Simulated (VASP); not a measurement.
A run of VASP 6.6.1:

The input INCAR:

```
SYSTEM = Cs
PREC     = Accurate       ! precision mode
ENCUT    = 500            ! plane-wave cutoff, eV
EDIFF    = 1E-7           ! SCF threshold, eV
ISMEAR   = -1             ! smearing method
SIGMA    = 0.1            ! smearing width, eV
LREAL    = .False.        ! projectors in reciprocal space
LASPH    = .True.         ! aspherical terms in the spheres
NELM     = 120            ! most SCF steps
ALGO     = Normal         ! electronic algorithm
ISIF     = 3              ! what is computed and relaxed
LWAVE    = .False.        ! write WAVECAR
LCHARG   = .False.        ! write CHGCAR
GGA      = PS             ! functional
IBRION   = 2              ! ionic algorithm
NSW      = 80             ! ionic steps
EDIFFG   = -0.02          ! ionic threshold
GGA_COMPAT= .False.      
NELMIN   = 4
```

File KPOINTS:

```
Automatic mesh
0
Gamma
  5 5 5
  0 0 0
```

The input POSCAR:

```
Cs
1.0
    4.9700000000      0.0000000000      0.0000000000
    0.0000000000      4.9700000000      0.0000000000
    0.0000000000      0.0000000000      4.9700000000
Cs
1
Direct
    0.0000000000      0.0000000000      0.0000000000
```

Potentials or basis: VASP PAW PBE potentials, release 64 (Cs_sv).

Run with:

```console
$ cat potpaw_PBE.64/Cs_sv/POTCAR > POTCAR
$ mpirun -np 1 vasp_std > vasp.out
```

Hardware: 1 thread of AMD EPYC 9R45 96-Core Processor (Zen 5) (shared host).

Q: Estimate the wall time of this run.

A: Run time: 11 s on 1 thread of AMD EPYC 9R45 96-Core Processor (Zen 5), with other jobs on the host, peak memory 0.17 GiB. Counts: scf iterations 26, k points 10, ion steps 3.
